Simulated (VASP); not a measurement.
A run of VASP 6.6.1 is set up as follows.

POSCAR

```
Zn2C
1.0
    0.0000000000      2.5779490376      2.5779490376
    2.5779490376      0.0000000000      2.5779490376
    2.5779490376      2.5779490376      0.0000000000
C Zn
1 2
Direct
    0.0000000000      0.0000000000      0.0000000000
    0.2500000000      0.2500000000      0.2500000000
    0.7500000000      0.7500000000      0.7500000000
```

Contents of INCAR.step1:

```
SYSTEM = Zn2C
ALGO = Normal
EDIFF = 1E-4
ENCUT = 520
GGA = PE
ISMEAR = -1
LASPH = .TRUE.
LCHARG = .FALSE.
LREAL = .FALSE.
LWAVE = .TRUE.
NBANDS = 21
NELM = 100
PREC = Accurate
SIGMA = 0.02
```

File INCAR.step2:

```
SYSTEM = Zn2C
ALGO = Normal
EDIFF = 1E-7
ENCUT = 520
ISIF = 2
ISMEAR = -1
ISTART = 1
LASPH = .TRUE.
LCHARG = .FALSE.
LMIXTAU = .TRUE.
LREAL = .FALSE.
LWAVE = .FALSE.
METAGGA = R2SCAN
NBANDS = 21
NELM = 100
PREC = Accurate
SIGMA = 0.02
```

The input KPOINTS:

```
k-points
0
G
  6 6 6
  0 0 0
```

Potentials or basis: VASP PAW PBE potentials, release 64 (C, Zn).

The run is started by

```bash
$ cat potpaw_PBE.64/C/POTCAR potpaw_PBE.64/Zn/POTCAR > POTCAR
$ cp INCAR.step1 INCAR
$ mpirun -np 1 vasp_std > vasp.out
$ cp INCAR.step2 INCAR
$ mpirun -np 1 vasp_std > vasp.out
```

Problem. Predict the pressure.

Solution. 0.5 GPa.

Problem. Estimate the band gap on the k mesh.

Solution. 0.12 eV, direct.

Caveat: the PAW data sets were made with another functional, which shifts forces and pressure a little.
